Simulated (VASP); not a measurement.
# Cd (P6/mmm) in VASP: further runs, part 2 of 2

VASP 6.6.1. Earlier steps stand in the parts before.

## Step 3: Relaxation of cell and atoms, BLYP

This run uses another cell than the first one, of 21.59 Å³/atom, 0.758 times its volume.

The input, INCAR:

```
SYSTEM = Cd
AGGAC = 1.0 ; AGGAX = 1.0
ALDAC = 0.0 ; ALDAX = 1.0
ALGO = Normal ; EDIFF = 1E-6
EDIFFG = -0.01 ; ENCUT = 600
GGA = B5 ; IBRION = 2
ISIF = 3 ; ISMEAR = -1
LASPH = .TRUE. ; LCHARG = .FALSE.
LREAL = .FALSE. ; LWAVE = .FALSE.
NELM = 60 ; NSW = 80
PREC = Accurate ; SIGMA = 0.1
```

The input, KPOINTS:

```
k-points
0
G
  7 7 10
  0 0 0
```

The input, POSCAR:

```
Cd
1.0
    4.9594071630      0.0000000000      0.0000000000
   -2.4797035815      4.2949725909      0.0000000000
    0.0000000000      0.0000000000      3.0401165909
Cd
3
Direct
    0.0000000000      0.0000000000      0.0000000000
    0.3333333333      0.6666666667      0.5000000000
    0.6666666667      0.3333333333      0.5000000000
```

Potentials or basis: VASP PAW PBE potentials, release 64 (Cd).

Launch:

```console
> cat potpaw_PBE.64/Cd/POTCAR > POTCAR
> mpirun -np 1 vasp_std > vasp.out
```

OUTCAR:

```text
SYSTEM = Cd
   EDIFF = 1E-6
   EDIFFG = -0.01
   ENCUT = 600
   GGA = B5
   IBRION = 2
   ISIF = 3
   ISMEAR = -1
   LASPH = .TRUE.
   LREAL = .FALSE.
   NELM = 60
   NSW = 80
   PREC = Accurate

 ion  position               nearest neighbor table
   1  0.000  0.000  0.000-   2 3.24   3 3.24   2 3.24   3 3.24   3 3.24   3 3.24   2 3.24   2 3.24
                             3 3.24   3 3.24   2 3.24   2 3.24
   2  0.333  0.667  0.500-   3 2.86   3 2.86   3 2.86   1 3.24   1 3.24   1 3.24   1 3.24   1 3.24
                             1 3.24
   3  0.667  0.333  0.500-   2 2.86   2 2.86   2 2.86   1 3.24   1 3.24   1 3.24   1 3.24   1 3.24
                             1 3.24

  LATTYP: Found a hexagonal cell.
 ALAT       =     4.9594071630
 C/A-ratio  =     0.6130000000

  Lattice vectors:

 A1 = (   4.9594071630,   0.0000000000,   0.0000000000)
 A2 = (  -2.4797035815,   4.2949725909,   0.0000000000)
 A3 = (   0.0000000000,   0.0000000000,   3.0401165909)

Analysis of symmetry for initial positions (statically):
=====================================================================
 Subroutine PRICEL returns:
 Original cell was already a primitive cell.

 Routine SETGRP: Setting up the symmetry group for a
 hexagonal supercell.

 Subroutine GETGRP returns: Found 24 space group operations
 (whereof 24 operations were pure point group operations)
 out of a pool of 24 trial point group operations.

The static configuration has the point symmetry D_6h.

Analysis of symmetry for dynamics (positions and initial velocities):
=====================================================================
 Subroutine PRICEL returns:
 Original cell was already a primitive cell.

 Routine SETGRP: Setting up the symmetry group for a
 hexagonal supercell.

 Subroutine GETGRP returns: Found 24 space group operations
 (whereof 24 operations were pure point group operations)
 out of a pool of 24 trial point group operations.

The dynamic configuration has the point symmetry D_6h.

 Subroutine INISYM returns: Found 24 space group operations
 (whereof 24 operations are pure point group operations),
 and found     1 'primitive' translations

----------------------------------------------------------------------------------------

                                     Primitive cell

  volume of cell :      64.7561

  direct lattice vectors                    reciprocal lattice vectors
     4.959407163  0.000000000  0.000000000     0.201637004  0.116415178  0.000000000
    -2.479703581  4.294972591  0.000000000     0.000000000  0.232830357  0.000000000
     0.000000000  0.000000000  3.040116591     0.000000000  0.000000000  0.328934753

  length of vectors
     4.959407163  4.959407163  3.040116591     0.232830357  0.232830357  0.328934753

  position of ions in fractional coordinates (direct lattice)
     0.000000000  0.000000000  0.000000000
     0.333333333  0.666666667  0.500000000
     0.666666667  0.333333333  0.500000000

  ion indices of the primitive-cell ions
   primitive index   ion index
                 1           1
                 2           2
                 3           3

----------------------------------------------------------------------------------------

 KPOINTS: k-points

Automatic generation of k-mesh.
 Grid dimensions read from file:
 generate k-points for:    7    7   10

 Generating k-lattice:

  Cartesian coordinates                     Fractional coordinates (reciprocal lattice)
     0.028805286  0.016630740  0.000000000     0.142857143  0.000000000  0.000000000
     0.000000000  0.033261480  0.000000000     0.000000000  0.142857143  0.000000000
     0.000000000  0.000000000  0.032893475     0.000000000  0.000000000  0.100000000

  Length of vectors
     0.033261480  0.033261480  0.032893475

  Shift w.r.t. Gamma in fractional coordinates (k-lattice)
     0.000000000  0.000000000  0.000000000

 Subroutine IBZKPT returns following result:
 ===========================================

 Found     48 irreducible k-points:

 Following reciprocal coordinates:
            Coordinates               Weight
  0.000000  0.000000  0.000000      1.000000
  0.142857  0.000000  0.000000      6.000000
  0.285714  0.000000  0.000000      6.000000
  0.428571  0.000000  0.000000      6.000000
  0.142857  0.142857  0.000000      6.000000
  0.285714  0.142857  0.000000     12.000000
[... 16 lines left out ...]
  0.428571  0.142857  0.200000     12.000000
  0.285714  0.285714  0.200000     12.000000
 [... further k-points ...]
   k-points           NKPTS =     48   k-points in BZ     NKDIM =     48   number of bands    NBANDS=     22
   number of dos      NEDOS =    301   number of ions     NIONS =      3
   total plane-waves  NPLWV =  38400
   dimension x,y,z NGX =    40 NGY =   40 NGZ =   24
   dimension x,y,z NGXF=    80 NGYF=   80 NGZF=   48
   ions per type =               3
   NGX,Y,Z   is equivalent  to a cutoff of  13.41, 13.41, 13.12 a.u.
   NGXF,Y,Z  is equivalent  to a cutoff of  26.82, 26.82, 26.25 a.u.
 SYSTEM =  Cd
   PREC   = accura    normal or accurate (medium, high low for compatibility)
   ISTART =      0    job   : 0-new  1-cont  2-samecut
   ICHARG =      2    charge: 1-file 2-atom 10-const
   ISPIN  =      1    spin polarized calculation?
   LNONCOLLINEAR =      F non collinear calculations
   LSORBIT =      F    spin-orbit coupling
   LASPH  =      T    aspherical Exc in radial PAW
   ENCUT  =  600.0 eV  44.10 Ry    6.64 a.u.   9.91  9.91  6.07*2*pi/ulx,y,z
   NELM   =     60;   NELMIN=  2; NELMDL= -5     # of ELM steps
   EDIFF  = 0.1E-05   stopping-criterion for ELM
   LREAL  =      F    real-space projection
   EDIFFG = -.1E-01   stopping-criterion for IOM
   NSW    =     80    number of steps for IOM
   IBRION =      2    ionic relax: 0-MD 1-quasi-New 2-CG
   NFREE  =      1    steps in history (QN), initial steepest desc. (CG)
   ISIF   =      3    stress and relaxation
   ISYM   =      2    0-nonsym 1-usesym 2-fastsym
   POTIM  = 0.5000    time-step for ionic-motion
   TEBEG  =    0.0;   TEEND  =   0.0 temperature during run
   PSTRESS=    0.0 pullay stress
   NELECT =      36.0000    total number of electrons
   NUPDOWN=      -1.0000    fix difference up-down
   EMIN   =  10.00;   EMAX   =-10.00  energy-range for DOS
   EFERMI =   0.00;   METHOD = LEGACY
   ISMEAR =    -1;   SIGMA  =   0.10  broadening in eV -4-tet -1-fermi 0-gaus
   EFERMI_NEDOS =   21; number of points for ismear=-14 and -15
   IALGO  =     38    algorithm
   IMIX   =      4    mixing-type and parameters
     AMIX     =   0.40;   BMIX     =  1.00
     AMIX_MAG =   1.60;   BMIX_MAG =  1.00
  volume/ion in A,a.u.               =      21.59       145.67
  Fermi-wavevector in a.u.,A,eV,Ry     =   1.346115  2.543789 24.654109  1.812026
  Thomas-Fermi vector in A             =   2.473973
   LORBIT       =      0    0 simple, 1 ext, 2 COOP (PROOUT), +10 PAW based schemes
   GGA     = B5    functional components
   LHFCALC =     F    Hartree Fock is set to
   AEXX    =    0.0000 exact exchange contribution
   IVDW    =     0    specifies the selected vdW correction
   LEPSILON=     F    determine dielectric tensor
   LRPA    =     F    only Hartree local field effects (RPA)
 conjugate gradient relaxation of ions
 non-spin polarized calculation
  energy-cutoff  :      600.00
  volume of cell :       64.76
 maximum number of plane-waves:      2208
 NGX is ok and might be reduce to    40
   NGX = 19   NGY = 19   NGZ = 13

--------------------------------------- Ionic step        1  -------------------------------------------

 number of electron      35.9999995 magnetization

 Free energy of the ion-electron system (eV)
  ---------------------------------------------------
  ext. energy  EPLUGINS =         0.00000000
  ---------------------------------------------------
  free energy    TOTEN  =         0.09926480 eV

  energy without entropy =        0.13285267  energy(sigma->0) =        0.11605874

 E-fermi :   3.4559     XC(G=0): -10.4747

 val. band max:        3.3834686154   @ k =   0.1429   0.0000   0.3000
 cond. band min:       3.4709768646   @ k =   0.4286   0.0000   0.4000
 fundamental gap:      0.0875082492
 Fermi energy:         3.4558708175

 k-point     1 :       0.0000    0.0000    0.0000
  band No.  band energies     occupation
      1      -6.5657      2.00000
      2      -5.9712      2.00000
      3      -5.9423      2.00000
      4      -5.8685      2.00000
      5      -5.8685      2.00000
      6      -5.6764      2.00000
[... 695 lines left out ...]
  FREE ENERGIE OF THE ION-ELECTRON SYSTEM (eV)
  ---------------------------------------------------
  free  energy   TOTEN  =        -0.3384430484 eV

  energy  without entropy=       -0.3001422581  energy(sigma->0) =       -0.31929265

[... ionic steps 4 to 10 ...]

--------------------------------------- Ionic step       11  -------------------------------------------

 number of electron      35.9999989 magnetization

------------------------ aborting loop because EDIFF is reached ----------------------------------------
[... 69 lines left out ...]
--------------------------------------- Ionic step       13  -------------------------------------------

 number of electron      35.9999997 magnetization

 Free energy of the ion-electron system (eV)
  ---------------------------------------------------
  ext. energy  EPLUGINS =         0.00000000
  ---------------------------------------------------
  free energy    TOTEN  =        -0.35261141 eV

  energy without entropy =       -0.31944901  energy(sigma->0) =       -0.33603021

 E-fermi :   1.5606     XC(G=0):  -9.0787

 val. band max:        1.4940175212   @ k =   0.4286   0.0000   0.5000
 cond. band min:       1.5917601685   @ k =   0.0000   0.0000   0.2000
 fundamental gap:      0.0977426473
 Fermi energy:         1.5606069949

 k-point     1 :       0.0000    0.0000    0.0000
  band No.  band energies     occupation
      1      -7.4561      2.00000
      2      -7.1878      2.00000
      3      -7.1740      2.00000
      4      -7.0311      2.00000
      5      -7.0311      2.00000
      6      -6.8988      2.00000
[... 621 lines left out ...]
  FREE ENERGIE OF THE ION-ELECTRON SYSTEM (eV)
  ---------------------------------------------------
  free  energy   TOTEN  =        -0.3526114134 eV

  energy  without entropy=       -0.3194490118  energy(sigma->0) =       -0.33603021

 reached required accuracy - stopping structural energy minimisation
```

CONTCAR:

```text
Cd
   1.00000000000000
     5.5467135772110190   -0.0000000000000000    0.0000000000000000
    -2.7733567886055095    4.8035948654238574    0.0000000000000002
     0.0000000000000000   -0.0000000000000000    3.2130541247034792
  Cd
     3
Direct
     0.0000000000000000    0.0000000000000000    0.0000000000000000
     0.3333333332999970    0.6666666667000030    0.5000000000000000
     0.6666666667000030    0.3333333332999970    0.5000000000000000

  0.00000000E+00  0.00000000E+00  0.00000000E+00
  0.00000000E+00  0.00000000E+00  0.00000000E+00
  0.00000000E+00  0.00000000E+00  0.00000000E+00
```

It took 9.3 min on 1 thread of Intel Xeon 6975P-C, shared host; peak memory 0.23 GiB.

Results:

- Free energy: -0.3526 eV
- Relaxed volume: 28.54 Å³/atom
- Relaxed cell: a = 5.547 Å, b = 5.547 Å, c = 3.213 Å, α = 90.00°, β = 90.00°, γ = 120.00°
- Space group after relaxing (to 0.05 Å): P6/mmm (No. 191)
- Energy gained by relaxing: 150.6 meV/atom
- Ionic steps: 13
- Pressure after relaxing: 0.0 GPa
- Band gap on the k mesh: zero (band 18 reaches 4.62 eV, above the bottom of band 19 at 0.49 eV)

Step by step:
```csv
step,energy change (eV),largest force (eV/Å),pressure (GPa),volume (Å³)
1,0.0000,0.0000,9.93,64.76
2,-0.4104,0.0000,1.65,78.12
3,-0.4377,0.0000,0.77,81.75
4,-0.4455,0.0000,-0.35,89.36
5,-0.4486,0.0000,-0.05,86.84
6,-0.4486,0.0000,-0.07,86.36
7,-0.4459,0.0000,0.36,84.03
8,-0.4485,0.0000,0.06,85.88
9,-0.4489,0.0000,0.09,85.87
10,-0.4500,0.0000,0.06,85.81
11,-0.4516,0.0000,0.06,85.68
12,-0.4496,0.0000,0.07,85.34
13,-0.4519,0.0000,0.05,85.61
```

Final structure:
```cif
data_structure
_symmetry_space_group_name_H-M 'P 1'
_symmetry_Int_Tables_number 1
_cell_length_a 5.5467
_cell_length_b 5.5467
_cell_length_c 3.2131
_cell_angle_alpha 90.000
_cell_angle_beta 90.000
_cell_angle_gamma 120.000
_cell_volume 85.61
loop_
_atom_site_label
_atom_site_type_symbol
_atom_site_fract_x
_atom_site_fract_y
_atom_site_fract_z
_atom_site_occupancy
Cd1 Cd 0.00000 0.00000 0.00000 1
Cd2 Cd 0.33333 0.66667 0.50000 1
Cd3 Cd 0.66667 0.33333 0.50000 1
```

Caveat: the volume moved by over 15 % at a fixed basis, so the end points are rough; the PAW data sets were made with another functional, which shifts forces and pressure a little.
